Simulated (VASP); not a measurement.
Runs of VASP 6.6.1 on La3Hf. Symmetry: Pm-3m, No. 221, cubic system. The conventional cell has a = 5.045 Å, b = 5.045 Å, c = 5.045 Å, α = 90.00°, β = 90.00°, γ = 90.00°. La (site symmetry 4/mmm) has 8 La at 3.57 Å and 4 Hf at 3.57 Å within 4.7 Å. Hf (site symmetry m-3m) has 12 La at 3.57 Å within 4.7 Å. 

```csv
k mesh,gap on the mesh (eV),pressure (GPa)
6 × 6 × 6,none,(a)
5 × 5 × 5,none,0.0
2 × 2 × 2,none,2.7
4 × 4 × 4,none,-0.1
3 × 3 × 3,none,(b)
```

Alike in all rows: task single point; level PBE; potentials or basis VASP PAW PBE potentials, release 64 (La, Hf_pv); no spin polarisation; cell as given; cutoff (eV) 520; smearing methfessel-paxton 0.05 eV.

Q: Fill in the values left out.

A: (a) 0.2; (b) -0.9.

Caveats: some runs use coarse meshes; spin-orbit coupling is left out, which moves the levels of the heavy elements.

A k mesh can miss the band edges, and the runs leave out spin-orbit coupling on Hf, La.

A gap of «none» marks levels without a gap at the run's occupations.
